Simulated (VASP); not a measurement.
BAs: single point with PBE

BAs:

```xyz
2
Lattice="0.0000 2.4602 2.3885 2.4602 0.0000 2.3885 2.4602 2.4602 0.0000" Properties=species:S:1:pos:R:3 pbc="T T T"
B     0.0000    0.0000    0.0000
As    1.2301    1.2301    1.1943
```

```json
{
 "Program": "VASP 6.6.1",
 "Task": "single point",
 "Functional": "PBE",
 "Potentials or basis": "VASP PAW PBE potentials, release 64 (B, As)",
 "Cutoff": "520 eV",
 "k mesh": "8 × 8 × 8",
 "Occupations": "gaussian, width 0.02 eV",
 "Spin": "no spin polarisation"
}
```

```json
{
  "Pressure": "-4.2 GPa",
  "Band gap on the k mesh": "0.82 eV, indirect (least direct gap 2.90 eV)"
}
```

Stress tensor (GPa, compression positive):
```
-6.08  0.00  0.00
 0.00 -6.08  0.00
 0.00  0.00 -0.56
```

Levels at points of the mesh, in eV from the valence-band top:
```csv
k point,band 1,band 2,band 3,band 4,band 5,band 6,band 7,band 8,band 9
"(0.00, 0.00, 0.00)",-15.05,-0.27,-0.27,0.00,2.90,3.09,3.09,3.76,9.13
"(0.50, 0.00, 0.00)",-12.39,-8.55,-2.06,-1.74,2.14,4.42,4.68,8.57,12.09
"(0.50, 0.50, 0.00)",-11.02,-8.23,-4.19,-4.19,1.09,1.11,10.65,10.65,12.34
"(0.50, 0.00, 0.50)",-11.24,-8.46,-3.95,-3.90,1.43,1.43,10.41,10.76,12.05
```

Wall time 15 s on 1 thread of Intel(R) Xeon(R) Platinum 8488C (Sapphire Rapids) (shared host), peak memory 0.16 GiB.

A k mesh can miss the band edges. A hybrid or GW would open this gap; PBE tends to underestimate it.
